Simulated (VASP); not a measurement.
# Ir (Fm-3m) in VASP: settings compared, part 2 of 2

VASP 6.6.1. The steps go on from the part before.

## 5. Single point, LDA, non-collinear spin, zero start, spin-orbit coupling

Input file INCAR:

```
SYSTEM = Ir
PREC     = Accurate       ! precision mode
ENCUT    = 500            ! plane-wave cutoff, eV
EDIFF    = 1E-6           ! SCF threshold, eV
ISMEAR   = -1             ! smearing method
SIGMA    = 0.05           ! smearing width, eV
LREAL    = .FALSE.        ! projectors in reciprocal space
LASPH    = .TRUE.         ! aspherical terms in the spheres
NELM     = 200            ! most SCF steps
ALGO     = Normal         ! electronic algorithm
ISIF     = 2              ! what is computed and relaxed
LWAVE    = .FALSE.        ! write WAVECAR
LCHARG   = .FALSE.        ! write CHGCAR
MAGMOM   = 0 0 0          ! initial moments
LORBIT   = 11             ! projections on sites
LSORBIT  = .TRUE.         ! spin-orbit coupling
GGA_COMPAT= .FALSE.      
LORBMOM  = .TRUE.       
LMAXMIX  = 4              ! l up to which the mixer works
NBANDS   = 28             ! bands
```

Input file KPOINTS:

```
Automatic mesh
0
G
  9 9 9
  0 0 0
```

Input file POSCAR:

```
Ir
1.0
    0.0000000000      1.9156000000      1.9156000000
    1.9156000000      0.0000000000      1.9156000000
    1.9156000000      1.9156000000      0.0000000000
Ir
1
Direct
    0.0000000000      0.0000000000      0.0000000000
```

Potentials or basis: VASP PAW LDA potentials, release 64 (Ir_sv_GW).

Launch:

```sh
cat potpaw_LDA.64/Ir_sv_GW/POTCAR > POTCAR
mpirun -np 1 vasp_ncl > vasp.out
```

OUTCAR:

```text
SYSTEM = Ir
   PREC = Accurate
   ENCUT = 500
   EDIFF = 1E-6
   ISMEAR = -1
   LREAL = .FALSE.
   LASPH = .TRUE.
   NELM = 200
   ISIF = 2
   LORBIT = 11
   LSORBIT = .TRUE.

 ion  position               nearest neighbor table
   1  0.000  0.000  0.000-

  LATTYP: Found a face centered cubic cell.
 ALAT       =     3.8312000000

  Lattice vectors:

 A1 = (   0.0000000000,   1.9156000000,   1.9156000000)
 A2 = (   1.9156000000,   0.0000000000,   1.9156000000)
 A3 = (   1.9156000000,   1.9156000000,   0.0000000000)
[... 992 lines left out ...]
 ------------------------------------------------
  1         0.000  -0.000   0.000  -0.000
 ------------------------------------------------
            0.000  -0.000   0.000  -0.000

 Spin-Orbit-Coupling matrix elements

 Ion:    1  E_soc:     -4.0885243
 l=   1
     0.0000000    -0.5981086    -0.5981086
    -0.5981086     0.0000000    -0.5981086
    -0.5981086    -0.5981086     0.0000000
 l=   2
     0.0000000    -0.0131466     0.0000000    -0.0131466    -0.0701562
    -0.0131466     0.0000000    -0.0526171    -0.0131466    -0.0175390
     0.0000000    -0.0526171     0.0000000    -0.0526171     0.0000000
    -0.0131466    -0.0131466    -0.0526171     0.0000000    -0.0175390
    -0.0701562    -0.0175390     0.0000000    -0.0175390     0.0000000
 l=   3
     0.0000000    -0.0000014     0.0000000     0.0000000     0.0000000    -0.0000009    -0.0000046
    -0.0000014     0.0000000    -0.0000023     0.0000000    -0.0000023    -0.0000037    -0.0000014
     0.0000000    -0.0000023     0.0000000    -0.0000026    -0.0000009    -0.0000021     0.0000000
     0.0000000     0.0000000    -0.0000026     0.0000000    -0.0000026     0.0000000     0.0000000
     0.0000000    -0.0000023    -0.0000009    -0.0000026     0.0000000    -0.0000021     0.0000000
    -0.0000009    -0.0000037    -0.0000021     0.0000000    -0.0000021     0.0000000    -0.0000009
    -0.0000046    -0.0000014     0.0000000     0.0000000     0.0000000    -0.0000009     0.0000000

 total charge

# of ion       s       p       d       f       tot
--------------------------------------------------
    1        3.936   6.131   6.319   0.026  16.411

 magnetization (x)

# of ion       s       p       d       f       tot
--------------------------------------------------
    1        0.000  -0.000  -0.000  -0.000   0.000

 magnetization (y)

# of ion       s       p       d       f       tot
--------------------------------------------------
    1        0.000   0.000   0.000   0.000   0.000

 magnetization (z)

# of ion       s       p       d       f       tot
--------------------------------------------------
    1        0.000   0.000  -0.000   0.000   0.000
```

OSZICAR:

```text
N       E                     dE             d eps       ncg     rms          rms(c)
DAV:   1     0.149864810780E+03    0.14986E+03   -0.11603E+04  2016   0.128E+03
DAV:   2    -0.102273903474E+02   -0.16009E+03   -0.15406E+03  2312   0.440E+02
DAV:   3    -0.142156465928E+02   -0.39883E+01   -0.39364E+01  2280   0.633E+01
DAV:   4    -0.142267713834E+02   -0.11125E-01   -0.11122E-01  2112   0.366E+00
DAV:   5    -0.142267934581E+02   -0.22075E-04   -0.22075E-04  2180   0.165E-01    0.720E+01
DAV:   6    -0.130912117675E+02    0.11356E+01   -0.14695E+00  2044   0.129E+01    0.379E+01
DAV:   7    -0.129986760124E+02    0.92536E-01   -0.39021E-01  2156   0.608E+00    0.994E+00
DAV:   8    -0.129861606423E+02    0.12515E-01   -0.22326E-02  2032   0.188E+00    0.363E+00
DAV:   9    -0.129835967240E+02    0.25639E-02   -0.10653E-02  2056   0.120E+00    0.107E+00
DAV:  10    -0.129833142805E+02    0.28244E-03   -0.25660E-04  2084   0.233E-01    0.167E-01
DAV:  11    -0.129832725021E+02    0.41778E-04   -0.47224E-05  2124   0.102E-01    0.611E-02
DAV:  12    -0.129832729100E+02   -0.40785E-06   -0.37248E-07  1336   0.698E-03
   1 F= -.12983273E+02 E0= -.12981430E+02  d E =-.368617E-02  mag=    -0.0000    -0.0000     0.0000
```

stdout:

```text
POSCAR found type information on POSCAR Ir
 POSCAR found :  1 types and       1 ions
 scaLAPACK will be used
 LDA part: xc-table for (Slater(with rela. corr.)+CA(PZ))
 , standard interpolation
 POSCAR, INCAR and KPOINTS ok, starting setup
 FFT: planning ... GRIDC
 FFT: planning ... GRID_SOFT
 FFT: planning ... GRID
 WAVECAR not read
 entering main loop
```

Wall time 27 s (1 thread of Intel Xeon Platinum 8375C at 2.90GHz (Ice Lake), shared host); peak memory 0.16 GiB.

Results:

```yaml
Free_energy: -12.9833 eV
Pressure: -6.4 GPa
Net_moment: 0.00 μB per cell
Valence_electrons_inside_the_program's_atomic_spheres: Ir 16.41
```

Moments on the atoms (μB; x, y, z):
```
Ir  0.00 0.00 0.00
```

## 6. Summary

```tsv
task	level	potentials or basis	spin	cell	k mesh	smearing	second run	gap on the mesh (eV)	pressure (GPa)
single point	PBE	VASP PAW PBE potentials, release 64 (Ir)	off	a = 2.709 Å, angles 60.0°, 1 atom	12 × 12 × 12	gaussian 0.019 eV	-	none	11.7
single point	BLYP+D3(BJ)	VASP PAW PBE potentials, release 64 (Ir_sv_GW)	off	a = 2.729 Å, angles 60.0°, 1 atom	12 × 12 × 12	fermi-dirac 0.05 eV	valence_matched	none	-1.3
relaxation of cell and atoms	BLYP+D3(BJ)	VASP PAW PBE potentials, release 64 (Ir_sv_GW)	off	relaxed from a = 2.709 Å, angles 60.0°, 1 atom	12 × 12 × 12	fermi-dirac 0.05 eV	valence_matched	none	0.0
single point	LDA	VASP PAW LDA potentials, release 64 (Ir_sv_GW)	non-collinear, zero start, SOC	a = 2.709 Å, angles 60.0°, 1 atom	9 × 9 × 9	fermi-dirac 0.05 eV	valence_matched	-	-6.4
```

Alike in all rows: cutoff (eV) 500.

Caveats: spin-orbit coupling is left out, which moves the levels of the heavy elements (some runs); the PAW data sets were made with another functional, which shifts forces and pressure a little (some runs); pairwise dispersion overbinds metals, which lowers pressure and volume (some runs).

Total energies depend on the potentials used, so only differences within one code and one set of settings carry meaning.
